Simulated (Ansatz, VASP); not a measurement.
## Si: VASP beside Ansatz

```
Si
1.0
     4.55214   -2.43471    0.00000
     4.55214    2.43471    0.00000
     0.00000    0.00000    5.32765
Si
8
Direct
  0.50000 0.50000 0.77051
  0.50000 0.50000 0.22949
  0.00000 0.00000 0.27051
  0.00000 0.00000 0.72949
  0.72622 0.72622 0.50000
  0.22622 0.22622 0.00000
  0.27378 0.27378 0.50000
  0.77378 0.77378 0.00000
```

Alike in both runs: task single point; functional LDA; k mesh 8 × 8 × 6; occupations gaussian, width 0.15 eV; no spin polarisation.

|  | VASP | Ansatz |
| --- | --- | --- |
| version | VASP 6.6.1 | Ansatz 0.2.0 |
| potentials or method | VASP PAW LDA potentials, release 64 (Si), cutoff 520 eV | scalar-relativistic, plane waves, PAW |
| valence electrons in the cell | 32 | 32 |

```csv
,VASP,Ansatz,Ansatz less VASP
gap on the k mesh at the Fermi level (eV),none,none,-
pressure (GPa),0.1,0.0,-0.08
"traceless stress, the component that is largest in VASP (GPa)",-0.81,-0.81,-0.001
rms of the force components (eV/Å),0.027,0.026,-0.0006
```

LDA's correlation is that of Perdew and Zunger in VASP and of Perdew and Wang (1992) in Ansatz. Atom by atom the forces differ by 0.001 eV/Å (rms over components). A gap of «none» marks a metal or a gap that the smearing closes. Ansatz's warnings: structure snapped to symmetry.
